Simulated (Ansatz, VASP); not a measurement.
**KI: VASP beside Ansatz**

The input INCAR:

```
PREC = Accurate
ENCUT = 520
EDIFF = 1E-7
ISMEAR = 0
SIGMA = 0.05
LREAL = False
LASPH = True
NELM = 80
ALGO = Normal
ISIF = 2
LWAVE = False
LCHARG = True
GGA = PS
LELF = True
LVHAR = True
NBANDS = 15
```

KPOINTS

```
regular mesh
0
Gamma
  6 6 6
```

The input POSCAR:

```
KI
1.0
    0.0000000000      3.8065140000      3.3835680000
    3.8065140000      0.0000000000      3.3835680000
    3.8065140000      3.8065140000      0.0000000000
K I
1 1
Direct
    0.0000000000      0.0000000000      0.0000000000
    0.5000000000      0.5000000000      0.5000000000
```

Input for Ansatz:

```yaml
crystal:
  lattice:
    - [0.0, 3.806514, 3.383568]
    - [3.806514, 0.0, 3.383568]
    - [3.806514, 3.806514, 0.0]
  atoms:
    - { symbol: K, position: [0.0, 0.0, 0.0] }
    - { symbol: I, position: [0.5, 0.5, 0.5] }
basis:
  ecutwfc: 420
kpoints:
  mp_grid: { grid: [6, 6, 6] }
hamiltonian:
  xc: pbesol
scf:
  occupations: { method: gaussian, width: 0.05 }
output:
  forces: true
  stress: true
  eigenvalues: true
```

Change from the starting cell: strain +0.080 along x and y, -0.040 along z, atoms carried along.

Alike in both runs: task single point; functional PBEsol; k mesh 6 × 6 × 6; occupations gaussian, width 0.05 eV; no spin polarisation.

|  | VASP | Ansatz |
| --- | --- | --- |
| version | VASP 6.6.1 | Ansatz 0.2.0 |
| potentials or method | VASP PAW PBE potentials, release 64 (K_sv, I), cutoff 520 eV | scalar-relativistic, plane waves, PAW |
| valence electrons in the cell | 16 | 26 |

Ansatz gave:

* gap on the k mesh at the Fermi level (eV): 3.61
* least direct gap on the mesh (eV): 3.61
* pressure (GPa): -0.8
* traceless stress, the component that is largest in VASP (GPa): 1.32

Q: Which values does VASP return?

A: gap on the k mesh at the Fermi level (eV): 3.61; least direct gap on the mesh (eV): 3.61; pressure (GPa): -0.7; traceless stress, the component that is largest in VASP (GPa): 1.35.

VASP's potentials were made for PBE, not for PBEsol. The functional is the same, so the differences come from potentials, cutoffs and numerics. VASP's potentials hold 16 valence electrons a cell and Ansatz's 26, so a difference there can come from the potentials and not from the codes.

Neither program's run includes spin-orbit coupling.
